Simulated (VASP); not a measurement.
NbWCN, 4 atoms in the cell. It takes space group P4/mmm (No. 123, tetragonal). The conventional cell has a = 3.989 Å, b = 3.989 Å, c = 3.955 Å, α = 90.00°, β = 90.00°, γ = 90.00°. Nb (site symmetry 4/mmm) has 2 C at 1.98 Å within 2.6 Å. Within 2.6 Å of W (site symmetry 4/mmm) lie 2 N at 1.98 Å. C (site symmetry 4/mmm) has 2 Nb at 1.98 Å within 2.6 Å. N (site symmetry 4/mmm) has 2 W at 1.98 Å within 2.6 Å. 

```yaml
Program: VASP 6.6.1
Task: single point
Functional: PBE
Potentials_or_basis: VASP PAW PBE potentials, release 64 (Nb_sv, W_sv, C, N)
Cutoff: 520 eV
k_mesh: 12 × 12 × 12
Occupations: gaussian, width 0.1 eV
Spin: no spin polarisation
Dipole_correction: no
Further_INCAR_settings: ALGO = Normal; EDIFF = 1e-06; NBANDS = 26
```

Potentials or basis: VASP PAW PBE potentials, release 64 (Nb_sv, W_sv, C, N).

Command:

```console
$ cat potpaw_PBE.64/Nb_sv/POTCAR potpaw_PBE.64/W_sv/POTCAR potpaw_PBE.64/C/POTCAR potpaw_PBE.64/N/POTCAR > POTCAR
$ mpirun -np 1 vasp_std > vasp.out
```

Hardware: 1 thread of AMD EPYC 7R13 Processor (Zen 3) (shared host).

**Question.** How long does it take, and how much memory?

**Answer.** Wall time 4 min on 1 thread of AMD EPYC 7R13 Processor (Zen 3), on a shared host, peak memory 0.41 GiB. Counts: scf iterations 16, k points 196.
